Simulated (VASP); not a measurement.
# TiH (I4/mmm) in VASP: notebook, part 2 of 2

VASP 6.6.1. Earlier steps stand in the parts before.

## Step 3: Single point, PBEsol (biaxial strain in the a-b plane: -3.0 %)

The input, INCAR:

```
SYSTEM = TiH
  PREC = Accurate
  ENCUT = 520
  EDIFF = 1E-6
  ISMEAR = 0
  SIGMA = 0.1
  LREAL = .False.
  LASPH = .True.
  NELM = 60
  ALGO = Normal
  ISIF = 2
  LWAVE = .False.
  LCHARG = .False.
  GGA = PS
  NBANDS = 21
```

The input, KPOINTS:

```
regular mesh
0
Gamma
  14 14 10
  0 0 0
```

The input, POSCAR:

```
TiH
1.0
    2.0096899388      2.0096899388      0.0000000000
   -2.0096899388      2.0096899388      0.0000000000
    0.0000000000      0.0000000000      4.2182770263
Ti H
2 2
Direct
    0.0000000000      0.0000000000      0.0000000000
    0.5000000000      0.5000000000      0.5000000000
    0.5000000000      0.5000000000      0.0000000000
    0.0000000000      0.0000000000      0.5000000000
```

Potentials or basis: VASP PAW PBE potentials, release 64 (Ti_sv, H).

The run is started by

```sh
$ cat potpaw_PBE.64/Ti_sv/POTCAR potpaw_PBE.64/H/POTCAR > POTCAR
$ mpirun -np 1 vasp_std > vasp.out
```

OUTCAR:

```text
SYSTEM = TiH
   PREC = Accurate
   ENCUT = 520
   EDIFF = 1E-6
   ISMEAR = 0
   LREAL = .False.
   LASPH = .True.
   NELM = 60
   ISIF = 2
   GGA = PS

 ion  position               nearest neighbor table
   1  0.000  0.000  0.000-   2 2.91   2 2.91   2 2.91   2 2.91   2 2.91   2 2.91   2 2.91   2 2.91

   2  0.500  0.500  0.500-   1 2.91   1 2.91   1 2.91   1 2.91   1 2.91   1 2.91   1 2.91   1 2.91

   3  0.500  0.500  0.000-
   4  0.000  0.000  0.500-

  LATTYP: Found a simple tetragonal cell.
 ALAT       =     2.8421307676
 C/A-ratio  =     1.4841952645

  Lattice vectors:

 A1 = (   2.0096899388,   2.0096899388,   0.0000000000)
 A2 = (  -2.0096899388,   2.0096899388,   0.0000000000)
 A3 = (   0.0000000000,   0.0000000000,   4.2182770263)

Analysis of symmetry for initial positions (statically):
=====================================================================
 Subroutine PRICEL returns following result:

  LATTYP: Found a body centered tetragonal cell.
 ALAT       =     2.8421307676
 C/A-ratio  =     1.4841952645

  Lattice vectors:

 A1 = (   2.0096899388,   0.0000000000,  -2.1091385131)
 A2 = (  -2.0096899388,   0.0000000000,  -2.1091385132)
 A3 = (   0.0000000000,   2.0096899388,   2.1091385132)

   2 primitive cells build up your supercell.

 Routine SETGRP: Setting up the symmetry group for a
 simple tetragonal supercell.

 Subroutine GETGRP returns: Found 16 space group operations
 (whereof 16 operations were pure point group operations)
 out of a pool of 16 trial point group operations.

The static configuration has the point symmetry D_4h.

Analysis of symmetry for dynamics (positions and initial velocities):
=====================================================================
[... 130 lines left out ...]
   TEBEG  =    0.0;   TEEND  =   0.0 temperature during run
   PSTRESS=    0.0 pullay stress
   NELECT =      26.0000    total number of electrons
   NUPDOWN=      -1.0000    fix difference up-down
   EMIN   =  10.00;   EMAX   =-10.00  energy-range for DOS
   EFERMI =   0.00;   METHOD = LEGACY
   ISMEAR =     0;   SIGMA  =   0.10  broadening in eV -4-tet -1-fermi 0-gaus
   EFERMI_NEDOS =   21; number of points for ismear=-14 and -15
   IALGO  =     38    algorithm
   IMIX   =      4    mixing-type and parameters
     AMIX     =   0.40;   BMIX     =  1.00
     AMIX_MAG =   1.60;   BMIX_MAG =  1.00
  volume/ion in A,a.u.               =       8.52        57.49
  Fermi-wavevector in a.u.,A,eV,Ry     =   1.495977  2.826986 30.449114  2.237947
  Thomas-Fermi vector in A             =   2.608053
   LORBIT       =      0    0 simple, 1 ext, 2 COOP (PROOUT), +10 PAW based schemes
   GGA     = PS    functional components
   LHFCALC =     F    Hartree Fock is set to
   AEXX    =    0.0000 exact exchange contribution
   IVDW    =     0    specifies the selected vdW correction
   LEPSILON=     F    determine dielectric tensor
   LRPA    =     F    only Hartree local field effects (RPA)
 non-spin polarized calculation
 Gauss-broadening in eV      SIGMA  =   0.10
  energy-cutoff  :      520.00
  volume of cell :       34.07
 maximum number of plane-waves:       936
 NGX is ok and might be reduce to    24
   NGX = 11   NGY = 11   NGZ = 15

 number of electron      25.9999989 magnetization

 Free energy of the ion-electron system (eV)
  ---------------------------------------------------
  ext. energy  EPLUGINS =         0.00000000
  ---------------------------------------------------
  free energy    TOTEN  =       -24.82838385 eV

  energy without entropy =      -24.80859221  energy(sigma->0) =      -24.81848803

 E-fermi :   9.4249     XC(G=0): -12.3916

 val. band max:        9.4228956785   @ k =   0.2857   0.0714   0.5000
 cond. band min:       9.4254813549   @ k =   0.2143   0.0000   0.1000
 fundamental gap:      0.0025856764
 Fermi energy:         9.4248884410

 k-point     1 :       0.0000    0.0000    0.0000
  band No.  band energies     occupation
      1     -46.9449      2.00000
      2     -46.7721      2.00000
      3     -23.5871      2.00000
      4     -23.1375      2.00000
      5     -23.1375      2.00000
      6     -22.9080      2.00000
[... 565 lines left out ...]
     20      15.0323      0.00000
     21      17.0321      0.00000

 [... further k-points ...]
[... 5 lines left out ...]
  --------------------------------------------------------------------------------------
  -------------------------------------------------------------------------------------
  Total        1.4268301      1.4268301      1.4866674      0.0000000     -0.0000000      0.0000000
  in kB       67.0902862     67.0902862     69.9038640      0.0000000     -0.0000000      0.0000000
  external PRESSURE =      68.0281455 kB  Pullay stress =       0.0000000 kB

 VOLUME and BASIS-vectors are now :
 -----------------------------------------------------------------------------
  energy-cutoff  :      520.00
  volume of cell :       34.07
      direct lattice vectors                 reciprocal lattice vectors
     2.009689939  2.009689939  0.000000000     0.248794598  0.248794598  0.000000000
    -2.009689939  2.009689939  0.000000000    -0.248794598  0.248794598  0.000000000
     0.000000000  0.000000000  4.218277026     0.000000000  0.000000000  0.237063615

 POSITION                                       TOTAL-FORCE (eV/Angst)
 -----------------------------------------------------------------------------------
      0.00000      0.00000      0.00000        -0.000000      0.000000      0.000000
      0.00000      2.00969      2.10914        -0.000000      0.000000     -0.000000
      0.00000      2.00969      0.00000         0.000000     -0.000000      0.000000
      0.00000      0.00000      2.10914         0.000000     -0.000000      0.000000
 -----------------------------------------------------------------------------------
    total drift:                               -0.000000      0.000000     -0.000000

  FREE ENERGIE OF THE ION-ELECTRON SYSTEM (eV)
  ---------------------------------------------------
  free  energy   TOTEN  =       -24.8283838456 eV

  energy  without entropy=      -24.8085922074  energy(sigma->0) =      -24.81848803
```

OSZICAR:

```text
N       E                     dE             d eps       ncg     rms          rms(c)
DAV:   1     0.269217672873E+03    0.26922E+03   -0.13298E+04  9072   0.154E+03
DAV:   2    -0.231324911013E+01   -0.27153E+03   -0.26548E+03  9227   0.435E+02
DAV:   3    -0.269274022984E+02   -0.24614E+02   -0.24118E+02 16366   0.117E+02
DAV:   4    -0.278822956382E+02   -0.95489E+00   -0.94642E+00 10992   0.207E+01
DAV:   5    -0.279183928937E+02   -0.36097E-01   -0.36089E-01 13298   0.330E+00    0.171E+01
DAV:   6    -0.248704823142E+02    0.30479E+01   -0.89810E+00 10762   0.316E+01    0.408E+00
DAV:   7    -0.248149760554E+02    0.55506E-01   -0.84907E-01 13614   0.580E+00    0.203E+00
DAV:   8    -0.248262217744E+02   -0.11246E-01   -0.12816E-01 10969   0.353E+00    0.648E-01
DAV:   9    -0.248284084391E+02   -0.21867E-02   -0.13863E-02 13052   0.103E+00    0.174E-01
DAV:  10    -0.248283979368E+02    0.10502E-04   -0.14036E-03 10795   0.314E-01    0.581E-02
DAV:  11    -0.248283888550E+02    0.90819E-05   -0.15331E-04 11305   0.105E-01    0.232E-02
DAV:  12    -0.248283836701E+02    0.51849E-05   -0.62396E-06 11057   0.174E-02    0.402E-03
DAV:  13    -0.248283838456E+02   -0.17551E-06   -0.22522E-07  6098   0.364E-03
   1 F= -.24828384E+02 E0= -.24818488E+02  d E =-.197916E-01
```

stdout:

```text
POSCAR found type information on POSCAR TiH
 POSCAR found :  2 types and       4 ions
 scaLAPACK will be used
 -----------------------------------------------------------------------------
|                                                                             |
|                                                                             |
|     You enforced a specific xc type in the INCAR file but a different       |
|     I HOPE YOU KNOW WHAT YOU ARE DOING!                                     |
|                                                                             |
 -----------------------------------------------------------------------------

 LDA part: xc-table for (Slater+PW92), standard interpolation
 POSCAR, INCAR and KPOINTS ok, starting setup
 FFT: planning ... GRIDC
 FFT: planning ... GRID_SOFT
 FFT: planning ... GRID
 WAVECAR not read
 entering main loop
```

It took 82 s on 1 thread of AMD EPYC 7R13 (Zen 3), shared host; peak memory 0.22 GiB.

What came out:

```
Free energy            : -24.8284 eV
Pressure               : 6.8 GPa
Band gap on the k mesh : zero (bands 13 and 14 overlap by 3.17 eV)
```

Caveat: the cell differs from its parent crystal (biaxial strain in the a-b plane: -3.0 %); the cell stands under pressure; the PAW data sets were made with another functional, which shifts forces and pressure a little.

## Step 4: Single point, PBEsol (biaxial strain in the a-b plane: -1.5 %)

The input, INCAR:

```
SYSTEM = TiH
ALGO     = Normal         ! electronic algorithm
EDIFF    = 1E-6           ! SCF threshold, eV
ENCUT    = 520            ! plane-wave cutoff, eV
GGA      = PS             ! functional
ISIF     = 2              ! what is computed and relaxed
ISMEAR   = 0              ! smearing method
LASPH    = .TRUE.         ! aspherical terms in the spheres
LCHARG   = .FALSE.        ! write CHGCAR
LREAL    = .FALSE.        ! projectors in reciprocal space
LWAVE    = .FALSE.        ! write WAVECAR
NBANDS   = 21             ! bands
NELM     = 100            ! most SCF steps
PREC     = Accurate       ! precision mode
SIGMA    = 0.1            ! smearing width, eV
```

The input, KPOINTS:

```
k-points
0
G
  14 14 10
  0 0 0
```

The input, POSCAR:

```
TiH
1.0
    2.0407676183      2.0407676183      0.0000000000
   -2.0407676183      2.0407676183      0.0000000000
    0.0000000000      0.0000000000      4.1809838109
Ti H
2 2
Direct
    0.0000000000      0.0000000000      0.0000000000
    0.5000000000      0.5000000000      0.5000000000
    0.5000000000      0.5000000000      0.0000000000
    0.0000000000      0.0000000000      0.5000000000
```

Potentials or basis: VASP PAW PBE potentials, release 64 (Ti_sv, H).

The run is started by

```sh
$ cat potpaw_PBE.64/Ti_sv/POTCAR potpaw_PBE.64/H/POTCAR > POTCAR
$ mpirun -np 1 vasp_std > vasp.out
```

OUTCAR:

```text
SYSTEM = TiH
   EDIFF = 1E-6
   ENCUT = 520
   GGA = PS
   ISIF = 2
   ISMEAR = 0
   LASPH = .TRUE.
   LREAL = .FALSE.
   NELM = 100
   PREC = Accurate

 ion  position               nearest neighbor table
   1  0.000  0.000  0.000-
   2  0.500  0.500  0.500-
   3  0.500  0.500  0.000-
   4  0.000  0.000  0.500-

  LATTYP: Found a simple tetragonal cell.
 ALAT       =     2.8860812435
 C/A-ratio  =     1.4486715578

  Lattice vectors:
[... 214 lines left out ...]
      4     -23.4402      2.00000
      5     -23.4402      2.00000
      6     -23.2082      2.00000
[... 565 lines left out ...]
     20      14.6236      0.00000
     21      16.6450      0.00000

 [... further k-points ...]
[... 5 lines left out ...]
  --------------------------------------------------------------------------------------
  -------------------------------------------------------------------------------------
  Total        0.6893418      0.6893418      0.6571613      0.0000000      0.0000000     -0.0000000
  in kB       31.7138972     31.7138972     30.2333981      0.0000000      0.0000000     -0.0000000
  external PRESSURE =      31.2203975 kB  Pullay stress =       0.0000000 kB

 VOLUME and BASIS-vectors are now :
 -----------------------------------------------------------------------------
  energy-cutoff  :      520.00
  volume of cell :       34.83
      direct lattice vectors                 reciprocal lattice vectors
     2.040767618  2.040767618  0.000000000     0.245005848  0.245005848  0.000000000
    -2.040767618  2.040767618  0.000000000    -0.245005848  0.245005848  0.000000000
     0.000000000  0.000000000  4.180983811     0.000000000  0.000000000  0.239178156

 POSITION                                       TOTAL-FORCE (eV/Angst)
 -----------------------------------------------------------------------------------
      0.00000      0.00000      0.00000         0.000000     -0.000000     -0.000000
      0.00000      2.04077      2.09049        -0.000000      0.000000      0.000000
      0.00000      2.04077      0.00000         0.000000     -0.000000     -0.000000
      0.00000      0.00000      2.09049         0.000000     -0.000000     -0.000000
 -----------------------------------------------------------------------------------
    total drift:                               -0.000000      0.000000     -0.000000

  FREE ENERGIE OF THE ION-ELECTRON SYSTEM (eV)
  ---------------------------------------------------
  free  energy   TOTEN  =       -24.8518805904 eV

  energy  without entropy=      -24.8326872663  energy(sigma->0) =      -24.84228393
```

Wall time 83 s (1 thread of AMD EPYC 7R13 (Zen 3), shared host); peak memory 0.22 GiB.

What came out:

```yaml
Free_energy: -24.8519 eV
Pressure: 3.1 GPa
Band_gap_on_the_k_mesh: zero (bands 13 and 14 overlap by 2.81 eV)
```

Caveat: the cell differs from its parent crystal (biaxial strain in the a-b plane: -1.5 %); the cell stands under pressure; the PAW data sets were made with another functional, which shifts forces and pressure a little.

## Step 5: Summary

| cell | gap on the mesh (eV) | pressure (GPa) |
| --- | --- | --- |
| a = 2.798, b = 2.798, c = 4.256 Å, 4 atoms | none | 10.7 |
| a = 2.842, b = 2.842, c = 4.218 Å, 4 atoms | none | 6.8 |
| a = 2.886, b = 2.886, c = 4.181 Å, 4 atoms | none | 3.1 |

Alike in all rows: task single point; level PBEsol; potentials or basis VASP PAW PBE potentials, release 64 (Ti_sv, H); no spin polarisation; k mesh 14 × 14 × 10; cutoff (eV) 520; smearing gaussian 0.1 eV.

Caveats: the cell stands under pressure; the PAW data sets were made with another functional, which shifts forces and pressure a little.

Absolute energies hang on the potentials; compare differences alone.
